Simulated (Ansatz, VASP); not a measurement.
**TaN in VASP and in Ansatz**

```xyz
2
Lattice="2.9380 0.0000 0.0000 -1.4690 2.5444 0.0000 0.0000 0.0000 2.8830" Properties=species:S:1:pos:R:3 pbc="T T T"
Ta    0.0000    1.6963    1.4415
N     0.0000    0.0000    0.0000
```

Alike in both runs: task single point; functional PBE; k mesh 12 × 12 × 10; occupations tetrahedron; no spin polarisation.

|  | VASP | Ansatz |
| --- | --- | --- |
| version | VASP 6.6.1 | Ansatz 0.2.0 |
| potentials or method | VASP PAW PBE potentials, release 64 (Ta_pv, N), cutoff 520 eV | all-electron LAPW, scalar-relativistic |

|  | VASP | Ansatz | Ansatz less VASP |
| --- | --- | --- | --- |
| pressure (GPa) | 5.4 | 4.9 | -0.55 |
| traceless stress, the component that is largest in VASP (GPa) | 0.78 | 0.68 | -0.102 |

Ansatz ran all-electron here, and VASP with PAW potentials. Ansatz's warnings: band table not solved further, tetrahedron derivatives may miss energy slope.

Spin-orbit coupling is off throughout.
